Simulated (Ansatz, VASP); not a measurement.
SiO2: VASP beside Ansatz

Contents of INCAR:

```
PREC     = Accurate       # precision mode
ENCUT    = 520            # plane-wave cutoff, eV
EDIFF    = 1E-6           # SCF threshold, eV
ISMEAR   = -1             # smearing method
SIGMA    = 0.02           # smearing width, eV
LREAL    = False          # projectors in reciprocal space
LASPH    = True           # aspherical terms in the spheres
NELM     = 100            # most SCF steps
ALGO     = Normal         # electronic algorithm
ISIF     = 2              # what is computed and relaxed
LWAVE    = False          # write WAVECAR
LCHARG   = True           # write CHGCAR
GGA      = PE             # functional
LELF     = True           # ELF
LVHAR    = True         
NBANDS   = 25             # bands
```

The input KPOINTS:

```
Automatic mesh
0
Gamma
  6 6 10
```

Contents of POSCAR:

```
SiO2
1.0
    4.2688925746      0.0000000000      0.0000000000
    0.0000000000      4.2688925746      0.0000000000
    0.0000000000      0.0000000000      2.6433225670
Si O
2 4
Direct
    0.0000000000      0.0000000000      0.0000000000
    0.5000000000      0.5000000000      0.5000000000
    0.3085227988      0.3085227988      0.0000000000
    0.1914772012      0.8085227988      0.5000000000
    0.8085227988      0.1914772012      0.5000000000
    0.6914772012      0.6914772012      0.0000000000
```

Input for Ansatz:

```yaml
crystal:
  lattice:
    - [4.2688925746, 0.0, 0.0]
    - [0.0, 4.2688925746, 0.0]
    - [0.0, 0.0, 2.643322567]
  atoms:
    - { symbol: Si, position: [0.0, 0.0, 0.0] }
    - { symbol: Si, position: [0.5, 0.5, 0.5] }
    - { symbol: O, position: [0.3085227988, 0.3085227988, 0.0] }
    - { symbol: O, position: [0.1914772012, 0.8085227988, 0.5] }
    - { symbol: O, position: [0.8085227988, 0.1914772012, 0.5] }
    - { symbol: O, position: [0.6914772012, 0.6914772012, 0.0] }
kpoints:
  mp_grid: { grid: [6, 6, 10] }
  band_path:
    path:
      - [0.0, 0.0, 0.0]
      - [0.0, 0.5, 0.0]
      - [0.5, 0.5, 0.0]
      - [0.0, 0.0, 0.5]
      - [0.0, 0.5, 0.5]
      - [0.5, 0.5, 0.5]
    npoints: 1
hamiltonian:
  xc: pbe
scf:
  occupations: { method: fermi_dirac, width: 0.02 }
  n_extra_bands: 5
output:
  forces: true
  stress: true
  eigenvalues: true
  write_density: true
  write_potential: true
  elf: true
  volumetric_format: npy
```

Change from the starting cell: epitaxial_xy strain +2.0%.

Alike in both runs: task single point; functional PBE; k mesh 6 × 6 × 10; occupations fermi-dirac, width 0.02 eV; no spin polarisation.

|  | VASP | Ansatz |
| --- | --- | --- |
| version | VASP 6.6.1 | Ansatz 0.2.0 |
| potentials or method | VASP PAW PBE potentials, release 64 (Si, O) | plane waves, PAW |
| plane-wave cutoff (eV) | 520 | 420 |
| valence electrons in the cell | 32 | 32 |

|  | VASP | Ansatz | Ansatz less VASP |
| --- | --- | --- | --- |
| gap on the k mesh at the Fermi level (eV) | 5.24 | 5.25 | +0.014 |
| pressure (GPa) | 3.3 | 3.1 | -0.16 |
| traceless stress, the component that is largest in VASP (GPa) | 7.46 | 6.93 | -0.531 |
| rms of the force components (eV/Å) | 0.067 | 0.055 | -0.0123 |

Atom by atom the forces differ by 0.012 eV/Å (rms over components).
